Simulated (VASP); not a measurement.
Write the native input for VASP 6.6.1 that does the following.

```
Task                   : single point
Functional             : LDA
Potentials or basis    : VASP PAW LDA potentials, release 64 (K_sv, Cl)
Cutoff                 : 500 eV
k mesh                 : 6 × 6 × 6
Occupations            : gaussian, width 0.02 eV
Spin                   : no spin polarisation
Dipole correction      : no
Further INCAR settings : ALGO = Normal; EDIFF = 1e-06; NBANDS = 15
```

The structure of KCl lies in POSCAR:

```
KCl
1.0
    0.0000000000      3.0382223081      3.0382223081
    3.0382223081      0.0000000000      3.0382223081
    3.0382223081      3.0382223081      0.0000000000
K Cl
1 1
Direct
    0.0000000000      0.0000000000      0.0000000000
    0.5000000000      0.5000000000      0.5000000000
```

The input as run:

INCAR

```
SYSTEM = KCl
  PREC = Accurate
  ENCUT = 500
  EDIFF = 1E-6
  ISMEAR = 0
  SIGMA = 0.02
  LREAL = .FALSE.
  LASPH = .TRUE.
  NELM = 120
  ALGO = Normal
  ISIF = 2
  LWAVE = .FALSE.
  LCHARG = .FALSE.
  GGA = CA
  NBANDS = 15
  GGA_COMPAT = .FALSE.
```

KPOINTS

```
Automatic mesh
0
G
  6 6 6
  0 0 0
```

Potentials or basis: VASP PAW LDA potentials, release 64 (K_sv, Cl).

Command:

```bash
$ cat potpaw_LDA.64/K_sv/POTCAR potpaw_LDA.64/Cl/POTCAR > POTCAR
$ mpirun -np 1 vasp_std > vasp.out
```

Results of the run:

```
Pressure               : 0.1 GPa
Band gap on the k mesh : 5.12 eV
```

Wall time 6.2 s on 1 thread of Intel(R) Xeon(R) Platinum 8375C CPU @ 2.90GHz (Ice Lake), with other jobs on the host, peak memory 0.15 GiB.
